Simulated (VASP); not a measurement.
## V: single point with PBE

V:

```
V
1.0
     0.00000    1.89500    1.89500
     1.89500    0.00000    1.89500
     1.89500    1.89500    0.00000
V
1
Cartesian
  0.0000 0.0000 0.0000
```

This isn't the form of V at room conditions, which is bcc.

```yaml
Program: VASP 6.6.1
Task: single point
Functional: PBE
Potentials_or_basis: VASP PAW PBE potentials, release 64 (V_sv)
Cutoff: 520 eV
k_mesh: 15 × 15 × 15
Occupations: methfessel-paxton, width 0.2 eV
Spin: collinear spin, ferromagnetic start
Starting_moments: "[1.5] μB"
```

```
Pressure                                              : 3.9 GPa
Net moment                                            : 0.00 μB per cell
Valence electrons inside the program's atomic spheres : V 11.62
```

Levels at points of the mesh, in eV from the Fermi level:
Spin up:
| k point | band 4 | band 5 | band 6 | band 7 | band 8 | band 9 |
| --- | --- | --- | --- | --- | --- | --- |
| (0.00, 0.00, 0.00) | -37.38 | -6.88 | 0.16 | 0.16 | 0.16 | 1.95 |
Spin down:
| k point | band 2 | band 3 | band 4 | band 5 | band 6 | band 7 | band 8 | band 9 | band 10 | band 11 |
| --- | --- | --- | --- | --- | --- | --- | --- | --- | --- | --- |
| (0.00, 0.00, 0.00) | -37.38 | -37.38 | -37.38 | -6.88 | 0.16 | 0.16 | 0.16 | 1.95 | 1.95 | 17.75 |

Wall time 24 s on 1 thread of AMD EPYC 9R45 96-Core Processor (Zen 5) (shared host), peak memory 0.13 GiB.

Caveat: the cell stands under pressure.
